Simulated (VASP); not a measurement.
A run of VASP 6.6.1 is set up as follows.

The input INCAR:

```
SYSTEM = Cs2CrF6
  PREC = Accurate
  ENCUT = 520
  EDIFF = 1E-6
  ISMEAR = 0
  SIGMA = 0.05
  LREAL = .False.
  LASPH = .True.
  NELM = 150
  ALGO = Normal
  ISIF = 2
  LWAVE = .False.
  LCHARG = .False.
  ISPIN = 2
  MAGMOM = 0 0 1.6 0.02 0.02 0.02 0.02 0.02 0.02
  LORBIT = 11
  LMAXMIX = 4
  NBANDS = 50
```

Contents of KPOINTS:

```
regular mesh
0
Gamma
  4 4 4
  0 0 0
```

The input POSCAR:

```
Cs2CrF6
1.0
    0.0000000000      4.5110002500      4.5110002500
    4.5110002500      0.0000000000      4.5110002500
    4.5110002500      4.5110002500      0.0000000000
Cs Cr F
2 1 6
Direct
    0.2500000000      0.2500000000      0.2500000000
    0.7500000000      0.7500000000      0.7500000000
    0.0000000000      0.0000000000      0.0000000000
    0.8080000000      0.1920000000      0.1920000000
    0.1920000000      0.8080000000      0.1920000000
    0.1920000000      0.8080000000      0.8080000000
    0.8080000000      0.1920000000      0.8080000000
    0.1920000000      0.1920000000      0.8080000000
    0.8080000000      0.8080000000      0.1920000000
```

Potentials or basis: VASP PAW LDA potentials, release 64 (Cs_sv, Cr_pv, F).

Run with:

```console
$ cat potpaw_LDA.64/Cs_sv/POTCAR potpaw_LDA.64/Cr_pv/POTCAR potpaw_LDA.64/F/POTCAR > POTCAR
$ mpirun -np 1 vasp_std > vasp.out
```

Task: Predict the site moments.

Result: Cs +0.00; Cr +1.77; F +0.02 μB.

Task: Predict the largest force.

Result: 2.796 eV/Å.

Forces on the atoms (eV/Å):
```
Cs   0.000  0.000  0.000
Cs   0.000  0.000  0.000
Cr   0.000  0.000  0.000
F    2.796  0.000  0.000
F    0.000  2.796  0.000
F   -2.796  0.000  0.000
F    0.000 -2.796  0.000
F    0.000  0.000  2.796
F    0.000  0.000 -2.796
```

Caveat: a cell with one magnetic atom can't hold antiferromagnetic order, which such compounds often take; forces of over 1 eV/Å act on the atoms, so gaps and moduli don't describe the material at rest.
